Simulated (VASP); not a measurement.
# W: single point with LDA

W:

```xyz
1
Lattice="-1.9852 1.5944 1.5944 1.5944 -1.9852 1.5944 1.5944 1.5944 -1.9852" Properties=species:S:1:pos:R:3 pbc="T T T"
W     0.0000    0.0000    0.0000
```

- Program: VASP 6.6.1
- Task: single point
- Functional: LDA
- Potentials or basis: VASP PAW LDA potentials, release 64 (W_sv)
- Cutoff: 520 eV
- k mesh: 22 × 22 × 22
- Occupations: gaussian, width 0.15 eV
- Spin: no spin polarisation

```yaml
Pressure: 67.9 GPa
Band_gap_on_the_k_mesh: zero (bands 7 and 8 overlap by 5.23 eV)
```

Stress tensor (GPa, compression positive):
```
67.91 92.63 92.63
92.63 67.91 92.63
92.63 92.63 67.91
```

Levels at points of the mesh, in eV from the Fermi level:
```tsv
k point	band 3	band 4	band 5	band 6	band 7	band 8	band 9	band 10	band 11	band 12
(0.00, 0.00, 0.00)	-38.51	-35.25	-9.56	-6.18	-2.33	-2.33	6.95	6.95	10.25	17.09
(0.50, 0.00, 0.00)	-37.79	-37.56	-6.98	-4.87	0.88	1.22	3.47	5.06	10.67	17.14
(0.50, 0.50, 0.00)	-38.67	-35.28	-6.83	-6.23	-1.07	2.71	6.14	7.16	7.85	10.31
(0.50, 0.50, 0.50)	-37.87	-37.87	-7.06	-7.06	2.91	2.91	7.65	8.11	8.11	12.91
```

It took 3.8 min on 1 thread of AMD EPYC 7R13 Processor (Zen 3), with other jobs on the host, peak memory 0.27 GiB.

Caveat: atoms lie so close that the PAW spheres overlap strongly, which falsifies energies and pressures; the cell stands under pressure; spin-orbit coupling is left out, which moves the levels of the heavy elements.
